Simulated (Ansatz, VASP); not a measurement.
One calculation of CrO2, two programs

File INCAR:

```
SYSTEM = CrO2
  PREC = Accurate
  ENCUT = 520
  EDIFF = 1E-6
  ISMEAR = -1
  SIGMA = 0.05
  LREAL = .False.
  LASPH = .True.
  NELM = 150
  ALGO = Normal
  ISIF = 2
  LWAVE = .False.
  LCHARG = .False.
  ISPIN = 2
  MAGMOM = 1.62 1.3 0 0 0 0
  LORBIT = 11
  LMAXMIX = 4
  GGA = PS
  NBANDS = 37
```

Contents of KPOINTS:

```
regular mesh
0
Gamma
  6 6 9
  0 0 0
```

The input POSCAR:

```
CrO2
1.0
    4.4210000000      0.0000000000      0.0000000000
    0.0000000000      4.4210000000      0.0000000000
    0.0000000000      0.0000000000      2.9170000000
Cr O
2 4
Direct
    0.5000000000      0.5000000000      0.5000000000
    0.0000000000      0.0000000000      0.0000000000
    0.8010000000      0.1990000000      0.5000000000
    0.6990000000      0.6990000000      0.0000000000
    0.1990000000      0.8010000000      0.5000000000
    0.3010000000      0.3010000000      0.0000000000
```

Contents of input.yaml:

```yaml
crystal:
  lattice:
    - [4.421, 0.0, 0.0]
    - [0.0, 4.421, 0.0]
    - [0.0, 0.0, 2.917]
  atoms:
    - { symbol: Cr, position: [0.5, 0.5, 0.5], spin: 1.62 }
    - { symbol: Cr, position: [0.0, 0.0, 0.0], spin: 1.3 }
    - { symbol: O, position: [0.801, 0.199, 0.5] }
    - { symbol: O, position: [0.699, 0.699, 0.0] }
    - { symbol: O, position: [0.199, 0.801, 0.5] }
    - { symbol: O, position: [0.301, 0.301, 0.0] }
hamiltonian:
  xc: pbesol
  pseudopotentials: { kind: paw }
magnetization:
  spin_polarized: true
kpoints:
  mp_grid: { grid: [6, 6, 9] }
scf:
  occupations: { method: fermi_dirac, width: 0.05 }
output:
  forces: true
  stress: true
  eigenvalues: true
```

Alike in both runs: task single point; functional PBEsol; k mesh 6 × 6 × 9; occupations fermi-dirac, width 0.05 eV; collinear spin.

|  | VASP | Ansatz |
| --- | --- | --- |
| version | VASP 6.6.1 | Ansatz 0.2.0 |
| potentials or method | VASP PAW PBE potentials, release 64 (Cr_pv, O) | Ansatz PAW |
| plane-wave cutoff (eV) | 520 | 420 |
| valence electrons in the cell | 48 | 52 |

```csv
,VASP,Ansatz,Ansatz less VASP
gap on the k mesh at the Fermi level (eV),none,none,-
pressure (GPa),-5.9,-6.4,-0.49
"traceless stress, the component that is largest in VASP (GPa)",-1.51,-1.63,-0.121
rms of the force components (eV/Å),0.155,0.161,+0.0064
net moment per atom (μB),0.67,0.67,0.000
size of the moment on the site where the two differ most (μB),2.08,1.71,-0.369
```

VASP's potentials were made for PBE, not for PBEsol. Site moments also hang on the region over which each program counts them. Atom by atom the forces differ by 0.006 eV/Å (rms over components). A gap of «none» marks a metal or a gap that the smearing closes. VASP's potentials hold 48 valence electrons a cell and Ansatz's 52, so a difference there can come from the potentials and not from the codes.
